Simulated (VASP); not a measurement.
Input of a VASP 6.6.1 run:

File INCAR:

```
PREC     = Accurate       # precision mode
ENCUT    = 520            # plane-wave cutoff, eV
EDIFF    = 1E-6           # SCF threshold, eV
ISMEAR   = -1             # smearing method
SIGMA    = 0.05           # smearing width, eV
LREAL    = False          # projectors in reciprocal space
LASPH    = True           # aspherical terms in the spheres
NELM     = 80             # most SCF steps
ALGO     = Normal         # electronic algorithm
ISIF     = 2              # what is computed and relaxed
LWAVE    = False          # write WAVECAR
LCHARG   = False          # write CHGCAR
NBANDS   = 21             # bands
```

Contents of KPOINTS:

```
regular mesh
0
Gamma
  10 10 6
```

POSCAR

```
Ge
1.0
    1.4880529250     -2.5946896100      0.0000000000
    1.4880529250      2.5946896100      0.0000000000
    0.0000000000      0.0000000000      4.7275957900
Ge
2
Direct
    0.3334466300      0.6665533700      0.2500000000
    0.6665533700      0.3334466300      0.7500000000
```

Potentials or basis: VASP PAW LDA potentials, release 64 (Ge_d).

Command:

```console
$ cat potpaw_LDA.64/Ge_d/POTCAR > POTCAR
$ mpirun -np 1 vasp_std > vasp.out
```

Q: Predict the band gap on the k mesh.

A: Zero (band 14 reaches 13.44 eV, above the bottom of band 15 at 4.58 eV).

Q: Estimate the pressure.

A: -1.2 GPa.

Stress tensor (GPa, compression positive):
```
-2.11  0.00  0.00
 0.00 -1.91  0.00
 0.00  0.00  0.29
```
